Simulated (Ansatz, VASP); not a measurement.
## Two plane-wave programs on PbS

```xyz
4
Lattice="2.1424 -6.1710 0.0000 2.1424 6.1710 0.0000 0.0000 0.0000 4.0337" Properties=species:S:1:pos:R:3 pbc="T T T"
Pb    2.1424   -4.5596    3.0253
Pb    2.1424    4.5596    1.0084
S     2.1424   -1.7921    3.0253
S     2.1424    1.7921    1.0084
```

Alike in both runs: task single point; functional LDA; k mesh 6 × 6 × 6; occupations gaussian, width 0.05 eV; no spin polarisation.

|  | VASP | Ansatz |
| --- | --- | --- |
| version | VASP 6.6.1 | Ansatz 0.2.0 |
| potentials or method | VASP PAW LDA potentials, release 64 (Pb_d, S), cutoff 520 eV | plane waves, PAW |
| valence electrons in the cell | 40 | 40 |

|  | VASP | Ansatz | Ansatz less VASP |
| --- | --- | --- | --- |
| pressure (GPa) | -3.4 | -3.4 | -0.02 |
| traceless stress, the component that is largest in VASP (GPa) | 2.71 | 2.71 | +0.001 |

LDA's correlation is that of Perdew and Zunger in VASP and of Perdew and Wang (1992) in Ansatz.

Neither program's run includes spin-orbit coupling.
